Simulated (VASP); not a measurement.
The system is C.

```
C
1.0
     0.00000    1.72356    1.80870
     1.72356    0.00000    1.80870
     1.72356    1.72356    0.00000
C
2
Direct
  0.50000 0.50000 0.50000
  0.75000 0.75000 0.75000
```

This cell differs from its parent crystal: volume 5.373 Å^3 an atom, c/a of the conventional cell 1.0494.

Base run:

* Program: VASP 6.6.1
* Functional: LDA
* Potentials or basis: VASP PAW LDA potentials, release 64 (C)
* Cutoff: 520 eV
* k mesh: 12 × 12 × 12
* Occupations: gaussian, width 0.05 eV
* Spin: no spin polarisation

Its results: band gap on the k mesh 3.63 eV, indirect (least direct gap 5.25 eV); pressure 13.8 GPa.

**Question.** The run is repeated on the same cell with these changes: potentials or basis from VASP PAW LDA potentials, release 64 (C) to VASP PAW LDA potentials, release 64 (C_h); cutoff from 520 eV to 910 eV. What comes out?

**Answer.** Band gap on the k mesh 3.63 eV, indirect (least direct gap 5.25 eV); pressure 12.7 GPa.

Caveats: the cutoff is under 1.25 times the usual one of these potentials, so pressure, stress and relaxed cells hold a basis-set (Pulay) error (some runs).

A k mesh can miss the band edges.
